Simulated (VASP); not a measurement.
# NiO2 (P-3m1) in VASP: notebook

NiO2 is run at these levels: LDA; tasks: single point.

All numbers are computed with VASP 6.6.1; they aren't measurements. Logs are shortened: lines on timing, memory, paths and dates and some standing lists are left out, and cuts for length are marked.

### Step 1. The cell of the first run

Symmetry: P-3m1, No. 164, trigonal system. The conventional cell has a = 2.848 Å, b = 2.848 Å, c = 3.959 Å, α = 90.00°, β = 90.00°, γ = 120.00°. Within 2.4 Å of Ni (site symmetry -3m) lie 6 O at 1.82 Å. O (site symmetry 3m) has 3 Ni at 1.82 Å and 3 O at 2.25 Å within 2.4 Å.

### Step 2. Single point, LDA

Contents of INCAR:

```
SYSTEM = NiO2
PREC = Accurate
ENCUT = 700
EDIFF = 1E-6
ISMEAR = 0
SIGMA = 0.05
LREAL = .FALSE.
LASPH = .TRUE.
NELM = 120
ALGO = Normal
ISIF = 2
LWAVE = .FALSE.
LCHARG = .TRUE.
LELF = .TRUE.
LVHAR = .TRUE.
NBANDS = 22
GGA_COMPAT = .FALSE.
```

Contents of KPOINTS:

```
Automatic mesh
0
G
  12 12 6
  0 0 0
```

Contents of POSCAR:

```
NiO2
1.0
    2.8475295614      0.0000000000      0.0000000000
   -1.4237647807      2.4660329382      0.0000000000
    0.0000000000      0.0000000000      3.9594898551
Ni O
1 2
Direct
    0.0000000000      0.0000000000      0.5000000000
    0.6666666667      0.3333333333      0.6948483030
    0.3333333333      0.6666666667      0.3051516970
```

Potentials or basis: VASP PAW LDA potentials, release 64 (Ni_sv_GW, O).

Started as:

```bash
cat potpaw_LDA.64/Ni_sv_GW/POTCAR potpaw_LDA.64/O/POTCAR > POTCAR
mpirun -np 1 vasp_std > vasp.out
```

OUTCAR:

```text
SYSTEM = NiO2
   PREC = Accurate
   ENCUT = 700
   EDIFF = 1E-6
   ISMEAR = 0
   LREAL = .FALSE.
   LASPH = .TRUE.
   NELM = 120
   ISIF = 2

 ion  position               nearest neighbor table
   1  0.000  0.000  0.500-   2 1.82   3 1.82   2 1.82   3 1.82   2 1.82   3 1.82
   2  0.667  0.333  0.695-   1 1.82   1 1.82   1 1.82
   3  0.333  0.667  0.305-   1 1.82   1 1.82   1 1.82

  LATTYP: Found a hexagonal cell.
 ALAT       =     2.8475295614
 C/A-ratio  =     1.3905000000

  Lattice vectors:

 A1 = (   2.8475295614,   0.0000000000,   0.0000000000)
 A2 = (  -1.4237647807,   2.4660329382,   0.0000000000)
 A3 = (   0.0000000000,   0.0000000000,   3.9594898551)

Analysis of symmetry for initial positions (statically):
=====================================================================
 Subroutine PRICEL returns:
 Original cell was already a primitive cell.

 Routine SETGRP: Setting up the symmetry group for a
 hexagonal supercell.

 Subroutine GETGRP returns: Found 12 space group operations
 (whereof 12 operations were pure point group operations)
 out of a pool of 24 trial point group operations.

The static configuration has the point symmetry D_3d.

Analysis of symmetry for dynamics (positions and initial velocities):
=====================================================================
 Subroutine PRICEL returns:
 Original cell was already a primitive cell.

 Routine SETGRP: Setting up the symmetry group for a
 hexagonal supercell.

 Subroutine GETGRP returns: Found 12 space group operations
 (whereof 12 operations were pure point group operations)
 out of a pool of 24 trial point group operations.

The dynamic configuration has the point symmetry D_3d.

 Subroutine INISYM returns: Found 12 space group operations
 (whereof 12 operations are pure point group operations),
 and found     1 'primitive' translations

----------------------------------------------------------------------------------------

                                     Primitive cell

  volume of cell :      27.8039

  direct lattice vectors                    reciprocal lattice vectors
     2.847529561  0.000000000  0.000000000     0.351181604  0.202754794  0.000000000
    -1.423764781  2.466032938  0.000000000     0.000000000  0.405509588  0.000000000
     0.000000000  0.000000000  3.959489855     0.000000000  0.000000000  0.252557788

  length of vectors
     2.847529561  2.847529561  3.959489855     0.405509588  0.405509588  0.252557788

  position of ions in fractional coordinates (direct lattice)
     0.000000000  0.000000000  0.500000000
     0.666666667  0.333333333  0.694848303
     0.333333333  0.666666667  0.305151697

  ion indices of the primitive-cell ions
   primitive index   ion index
                 1           1
                 2           2
                 3           3

----------------------------------------------------------------------------------------

 KPOINTS: Automatic mesh

Automatic generation of k-mesh.
 Grid dimensions read from file:
 generate k-points for:   12   12    6

 Generating k-lattice:

  Cartesian coordinates                     Fractional coordinates (reciprocal lattice)
     0.029265134  0.016896233  0.000000000     0.083333333 -0.000000000  0.000000000
     0.000000000  0.033792466  0.000000000     0.000000000  0.083333333  0.000000000
     0.000000000  0.000000000  0.042092965     0.000000000  0.000000000  0.166666667

  Length of vectors
     0.033792466  0.033792466  0.042092965

  Shift w.r.t. Gamma in fractional coordinates (k-lattice)
     0.000000000  0.000000000  0.000000000

 Subroutine IBZKPT returns following result:
 ===========================================

 Found    100 irreducible k-points:

 Following reciprocal coordinates:
            Coordinates               Weight
  0.000000  0.000000  0.000000      1.000000
  0.083333 -0.000000  0.000000      6.000000
  0.166667  0.000000  0.000000      6.000000
  0.250000  0.000000  0.000000      6.000000
  0.333333  0.000000  0.000000      6.000000
  0.416667  0.000000  0.000000      6.000000
[... 16 lines left out ...]
  0.166667  0.000000  0.166667      6.000000
  0.000000  0.166667  0.166667      6.000000
 [... further k-points ...]
   k-points           NKPTS =    100   k-points in BZ     NKDIM =    100   number of bands    NBANDS=     22
   number of dos      NEDOS =    301   number of ions     NIONS =      3
   total plane-waves  NPLWV =  28224
   dimension x,y,z NGX =    28 NGY =   28 NGZ =   36
   dimension x,y,z NGXF=    56 NGYF=   56 NGZF=   72
   ions per type =               1   2
   NGX,Y,Z   is equivalent  to a cutoff of  16.35, 16.35, 15.12 a.u.
   NGXF,Y,Z  is equivalent  to a cutoff of  32.69, 32.69, 30.23 a.u.
 SYSTEM =  NiO2
   PREC   = accura    normal or accurate (medium, high low for compatibility)
   ISTART =      0    job   : 0-new  1-cont  2-samecut
   ICHARG =      2    charge: 1-file 2-atom 10-const
   ISPIN  =      1    spin polarized calculation?
   LNONCOLLINEAR =      F non collinear calculations
   LSORBIT =      F    spin-orbit coupling
   LASPH  =      T    aspherical Exc in radial PAW
   ENCUT  =  700.0 eV  51.45 Ry    7.17 a.u.   6.14  6.14  8.54*2*pi/ulx,y,z
   NELM   =    120;   NELMIN=  2; NELMDL= -5     # of ELM steps
   EDIFF  = 0.1E-05   stopping-criterion for ELM
   LREAL  =      F    real-space projection
[... 7 lines left out ...]
   TEBEG  =    0.0;   TEEND  =   0.0 temperature during run
   PSTRESS=    0.0 pullay stress
   NELECT =      30.0000    total number of electrons
   NUPDOWN=      -1.0000    fix difference up-down
   EMIN   =  10.00;   EMAX   =-10.00  energy-range for DOS
   EFERMI =   0.00;   METHOD = LEGACY
   ISMEAR =     0;   SIGMA  =   0.05  broadening in eV -4-tet -1-fermi 0-gaus
   EFERMI_NEDOS =   21; number of points for ismear=-14 and -15
   IALGO  =     38    algorithm
   IMIX   =      4    mixing-type and parameters
     AMIX     =   0.40;   BMIX     =  1.00
     AMIX_MAG =   1.60;   BMIX_MAG =  1.00
  volume/ion in A,a.u.               =       9.27        62.54
  Fermi-wavevector in a.u.,A,eV,Ry     =   1.679113  3.173063 38.360522  2.819419
  Thomas-Fermi vector in A             =   2.763082
   LORBIT       =      0    0 simple, 1 ext, 2 COOP (PROOUT), +10 PAW based schemes
   GGA     = CA    functional components
   LHFCALC =     F    Hartree Fock is set to
   AEXX    =    0.0000 exact exchange contribution
   IVDW    =     0    specifies the selected vdW correction
   LEPSILON=     F    determine dielectric tensor
   LRPA    =     F    only Hartree local field effects (RPA)
 non-spin polarized calculation
 Gauss-broadening in eV      SIGMA  =   0.05
  energy-cutoff  :      700.00
  volume of cell :       27.80
 maximum number of plane-waves:      1188
 NGX is ok and might be reduce to    28
   NGX = 13   NGY = 13   NGZ = 17

 number of electron      29.9999994 magnetization

 Free energy of the ion-electron system (eV)
  ---------------------------------------------------
  ext. energy  EPLUGINS =         0.00000000
  ---------------------------------------------------
  free energy    TOTEN  =       -20.79701656 eV

  energy without entropy =      -20.79701656  energy(sigma->0) =      -20.79701656

 E-fermi :   3.9515     XC(G=0): -12.4147

 val. band max:        3.6883314461   @ k =   0.0833  -0.0000   0.5000
 cond. band min:       4.1958678667   @ k =   0.3333   0.0000   0.3333
 fundamental gap:      0.5075364206
 Fermi energy:         3.9515287126

 k-point     1 :       0.0000    0.0000    0.0000
  band No.  band energies     occupation
      1     -99.9226      2.00000
      2     -61.0976      2.00000
      3     -61.0976      2.00000
      4     -60.4585      2.00000
      5     -17.1298      2.00000
      6     -13.0805      2.00000
[... 14 lines left out ...]
     21      22.0291      0.00000
     22      22.0291      0.00000

 k-point     2 :       0.0833   -0.0000    0.0000
  band No.  band energies     occupation
      1     -99.9227      2.00000
      2     -61.1011      2.00000
      3     -61.0986      2.00000
      4     -60.4582      2.00000
      5     -17.0277      2.00000
      6     -13.1372      2.00000
[... 14 lines left out ...]
     21      21.7062      0.00000
     22      22.3213      0.00000

 k-point     3 :       0.1667    0.0000    0.0000
  band No.  band energies     occupation
      1     -99.9218      2.00000
      2     -61.1102      2.00000
      3     -61.1007      2.00000
      4     -60.4569      2.00000
      5     -16.7338      2.00000
      6     -13.2969      2.00000
[... 14 lines left out ...]
     21      21.4803      0.00000
     22      23.1369      0.00000

 k-point     4 :       0.2500    0.0000    0.0000
  band No.  band energies     occupation
      1     -99.9207      2.00000
      2     -61.1224      2.00000
      3     -61.1036      2.00000
      4     -60.4552      2.00000
      5     -16.2852      2.00000
      6     -13.5354      2.00000
[... 14 lines left out ...]
     21      21.0578      0.00000
     22      22.8662      0.00000

 k-point     5 :       0.3333    0.0000    0.0000
  band No.  band energies     occupation
      1     -99.9197      2.00000
      2     -61.1349      2.00000
      3     -61.1065      2.00000
      4     -60.4537      2.00000
      5     -15.7451      2.00000
      6     -13.8290      2.00000
[... 417 lines left out ...]
 k-point    22 :       0.0000    0.0833    0.1667
  band No.  band energies     occupation
      1     -99.9225      2.00000
      2     -61.1010      2.00000
      3     -61.0985      2.00000
      4     -60.4581      2.00000
      5     -16.9755      2.00000
      6     -13.2453      2.00000
[... 14 lines left out ...]
     21      21.5458      0.00000
     22      22.3240      0.00000

 k-point    23 :       0.1667    0.0000    0.1667
  band No.  band energies     occupation
      1     -99.9218      2.00000
      2     -61.1101      2.00000
      3     -61.1007      2.00000
      4     -60.4570      2.00000
      5     -16.6849      2.00000
      6     -13.3828      2.00000
[... 14 lines left out ...]
     21      20.9517      0.00000
     22      23.0745      0.00000

 k-point    24 :       0.0000    0.1667    0.1667
  band No.  band energies     occupation
      1     -99.9218      2.00000
      2     -61.1101      2.00000
      3     -61.1007      2.00000
      4     -60.4570      2.00000
      5     -16.6826      2.00000
      6     -13.3895      2.00000
[... 14 lines left out ...]
     21      21.2187      0.00000
     22      23.1412      0.00000

 [... further k-points ...]

------------------------ aborting loop because EDIFF is reached ----------------------------------------

  FORCE on cell =-STRESS in cart. coord.  units (eV):
  Direction    XX          YY          ZZ          XY          YZ          ZX
  --------------------------------------------------------------------------------------
  -------------------------------------------------------------------------------------
  Total        1.2592132      1.2592132      3.2562102      0.0000000      0.0000000      0.0000000
  in kB       72.5610409     72.5610409    187.6362155      0.0000000      0.0000000      0.0000000
  external PRESSURE =     110.9194325 kB  Pullay stress =       0.0000000 kB

 VOLUME and BASIS-vectors are now :
 -----------------------------------------------------------------------------
  energy-cutoff  :      700.00
  volume of cell :       27.80
      direct lattice vectors                 reciprocal lattice vectors
     2.847529561  0.000000000  0.000000000     0.351181604  0.202754794  0.000000000
    -1.423764781  2.466032938  0.000000000     0.000000000  0.405509588  0.000000000
     0.000000000  0.000000000  3.959489855     0.000000000  0.000000000  0.252557788

 POSITION                                       TOTAL-FORCE (eV/Angst)
 -----------------------------------------------------------------------------------
      0.00000      0.00000      1.97974        -0.000000      0.000000      0.000000
      1.42376      0.82201      2.75124         0.000000     -0.000000      2.228081
     -0.00000      1.64402      1.20825        -0.000000      0.000000     -2.228081
 -----------------------------------------------------------------------------------
    total drift:                               -0.000000      0.000000      0.000000

  FREE ENERGIE OF THE ION-ELECTRON SYSTEM (eV)
  ---------------------------------------------------
  free  energy   TOTEN  =       -20.7970165599 eV

  energy  without entropy=      -20.7970165599  energy(sigma->0) =      -20.79701656
```

It took 55 s on 1 thread of AMD EPYC 9R45 (Zen 5), shared host; peak memory 0.21 GiB.

What came out:

| Quantity | Value |
| --- | --- |
| Free energy | -20.7970 eV |
| Pressure | 11.1 GPa |
| Largest force | 2.228 eV/Å |
| Band gap on the k mesh | 0.51 eV (least direct gap 0.99 eV) |

Forces on the atoms (eV/Å):
```
Ni   0.000  0.000  0.000
O    0.000  0.000  2.228
O    0.000  0.000 -2.228
```

Stress tensor (GPa, compression positive):
```
 7.26  0.00  0.00
 0.00  7.26  0.00
 0.00  0.00 18.76
```

Levels at points of the mesh, in eV from the valence-band top:
```tsv
k point	band 12	band 13	band 14	band 15	band 16	band 17	band 18	band 19
(0.00, 0.00, 0.00)	-1.80	-1.80	-1.03	-0.32	2.12	2.12	7.62	10.79
(0.50, 0.00, 0.00)	-2.43	-2.41	-2.26	-1.22	1.08	2.24	12.18	12.54
(0.00, 0.00, 0.50)	-2.62	-1.89	-1.89	0.00	2.22	2.22	9.58	10.81
(0.50, 0.00, 0.50)	-2.43	-2.20	-1.35	-1.32	1.07	2.06	10.63	12.93
```

Caveat: the cell differs from its parent crystal (atoms shifted along a free coordinate, c/a of the conventional cell at fixed volume 1.3905); the stress differs along the axes, from 7 to 19 GPa; the run has no spin polarisation, though such a crystal can be magnetic; forces of over 1 eV/Å act on the atoms, so gaps and moduli don't describe the material at rest. Spin polarisation is off, so any magnetic state and its effect on volume and gap are missing.

### Step 3. Single point, LDA (9.27 Å³/atom, c/a of the conventional cell at fixed volume 1.3905)

Contents of INCAR:

```
ALGO     = Normal         # electronic algorithm
EDIFF    = 1E-6           # SCF threshold, eV
ENCUT    = 700            # plane-wave cutoff, eV
GGA      = CA             # functional
GGA_COMPAT= F            
ISIF     = 2              # what is computed and relaxed
ISMEAR   = 0              # smearing method
LASPH    = T              # aspherical terms in the spheres
LCHARG   = F              # write CHGCAR
LREAL    = F              # projectors in reciprocal space
LWAVE    = F              # write WAVECAR
NBANDS   = 22             # bands
NELM     = 120            # most SCF steps
PREC     = Accurate       # precision mode
SIGMA    = 0.05           # smearing width, eV
```

Contents of KPOINTS:

```
k-points
0
Gamma
  12 12 6
```

Contents of POSCAR:

```
NiO2
1.0
    2.8475295614      0.0000000000      0.0000000000
   -1.4237647807      2.4660329382      0.0000000000
    0.0000000000      0.0000000000      3.9594898551
Ni O
1 2
Direct
    0.0000000000      0.0000000000      0.5000000000
    0.6666666667      0.3333333333      0.7186230907
    0.3333333333      0.6666666667      0.2813769093
```

Potentials or basis: VASP PAW LDA potentials, release 64 (Ni_sv_GW, O).

Started as:

```bash
cat potpaw_LDA.64/Ni_sv_GW/POTCAR potpaw_LDA.64/O/POTCAR > POTCAR
mpirun -np 1 vasp_std > vasp.out
```

Run time: 2.4 min. Hardware: 1 thread of AMD EPYC 7R13 (Zen 3), shared host; peak memory 0.21 GiB.

Results (log left out):

```yaml
Free_energy: -21.0354 eV
Pressure: -5.2 GPa
Largest_force: 0.334 eV/Å
Band_gap_on_the_k_mesh: 0.52 eV (least direct gap 0.94 eV)
```

Forces in eV/Å, atoms in the order of the input:
```
Ni   0.000  0.000  0.000
O    0.000  0.000  0.334
O    0.000  0.000 -0.334
```

Stress tensor (GPa, compression positive):
```
-9.44  0.00  0.00
 0.00 -9.44  0.00
 0.00  0.00  3.29
```

Levels at points of the mesh, in eV from the valence-band top:
```tsv
k point	band 11	band 12	band 13	band 14	band 15	band 16	band 17	band 18	band 19	band 20
(0.00, 0.00, 0.00)	-2.36	-1.51	-1.51	-0.49	-0.45	1.95	1.95	7.69	10.52	17.65
(0.50, 0.00, 0.00)	-3.67	-2.67	-2.08	-1.94	-1.20	1.15	2.07	12.36	12.57	14.36
(0.00, 0.00, 0.50)	-2.38	-2.38	-1.66	-1.66	-0.05	2.10	2.10	9.86	10.29	16.54
(0.50, 0.00, 0.50)	-3.36	-2.09	-1.92	-1.34	-1.30	1.19	1.80	11.01	12.86	15.04
```

Caveat: the cell differs from its parent crystal (c/a of the conventional cell at fixed volume 1.3905); the stress differs along the axes, from -9 to 3 GPa; the run has no spin polarisation, though such a crystal can be magnetic.

### Step 4. Single point, LDA

Contents of INCAR:

```
SYSTEM = NiO2
PREC = Accurate
ENCUT = 700
EDIFF = 1E-6
ISMEAR = 0
SIGMA = 0.05
LREAL = .FALSE.
LASPH = .TRUE.
NELM = 120
ALGO = Normal
ISIF = 2
LWAVE = .FALSE.
LCHARG = .FALSE.
NBANDS = 22
GGA_COMPAT = .FALSE.
```

Contents of KPOINTS:

```
Automatic mesh
0
G
  12 12 6
  0 0 0
```

Contents of POSCAR:

```
NiO2
1.0
    2.8475295614      0.0000000000      0.0000000000
   -1.4237647807      2.4660329382      0.0000000000
    0.0000000000      0.0000000000      3.9594898551
Ni O
1 2
Direct
    0.0000000000      0.0000000000      0.5000000000
    0.6666666667      0.3333333333      0.6829609091
    0.3333333333      0.6666666667      0.3170390909
```

Started as:

```bash
cat potpaw_LDA.64/Ni_sv_GW/POTCAR potpaw_LDA.64/O/POTCAR > POTCAR
mpirun -np 1 vasp_std > vasp.out
```

Wall time 1.7 min (1 thread of Intel Xeon Platinum 8488C (Sapphire Rapids), shared host); peak memory 0.24 GiB.

It converged, with:

```
Free energy            : -20.5405 eV
Pressure               : 20.3 GPa
Largest force          : 3.223 eV/Å
Band gap on the k mesh : 0.49 eV (least direct gap 0.93 eV)
```

Forces in eV/Å, atoms in the order of the input:
```
Ni   0.000  0.000  0.000
O    0.000  0.000  3.223
O    0.000  0.000 -3.223
```

Stress tensor (GPa, compression positive):
```
17.81  0.00  0.00
 0.00 17.81  0.00
 0.00  0.00 25.27
```

Levels at points of the mesh, in eV from the valence-band top:
| k point | band 11 | band 12 | band 13 | band 14 | band 15 | band 16 | band 17 | band 18 | band 19 | band 20 |
| --- | --- | --- | --- | --- | --- | --- | --- | --- | --- | --- |
| (0.00, 0.00, 0.00) | -2.71 | -1.94 | -1.94 | -1.38 | -0.27 | 2.18 | 2.18 | 7.46 | 10.98 | 17.48 |
| (0.50, 0.00, 0.00) | -4.30 | -2.58 | -2.44 | -2.30 | -1.21 | 1.02 | 2.33 | 11.95 | 12.37 | 13.49 |
| (0.00, 0.00, 0.50) | -2.73 | -2.73 | -2.00 | -2.00 | 0.00 | 2.26 | 2.26 | 9.34 | 11.03 | 15.24 |
| (0.50, 0.00, 0.50) | -3.98 | -2.59 | -2.35 | -1.35 | -1.30 | 0.99 | 2.18 | 10.35 | 12.86 | 15.07 |

Caveat: the cell differs from its parent crystal (atoms shifted along a free coordinate, c/a of the conventional cell at fixed volume 1.3905); the stress differs along the axes, from 18 to 25 GPa; the run has no spin polarisation, though such a crystal can be magnetic; forces of over 1 eV/Å act on the atoms, so gaps and moduli don't describe the material at rest.

### Step 5. The runs side by side

```tsv
cell	gap on the mesh (eV)	pressure (GPa)	largest force (eV/Å)
as given, atomic positions A	0.51	11.1	2.23
as given, atomic positions B	0.52	-5.2	0.33
as given, atomic positions C	0.49	20.3	3.22
```

Alike in all rows: task single point; level LDA; potentials or basis VASP PAW LDA potentials, release 64 (Ni_sv_GW, O); no spin polarisation; k mesh 12 × 12 × 6; cutoff (eV) 700; smearing gaussian 0.05 eV.

Caveats: the run has no spin polarisation, though such a crystal can be magnetic; forces of over 1 eV/Å act on the atoms, so gaps and moduli don't describe the material at rest (at least some runs); the stress differs along the axes, from 7 to 19 GPa (at least some runs); the stress differs along the axes, from -9 to 3 GPa (at least some runs); the stress differs along the axes, from 18 to 25 GPa (at least some runs).

Absolute energies hang on the potentials; compare differences alone.
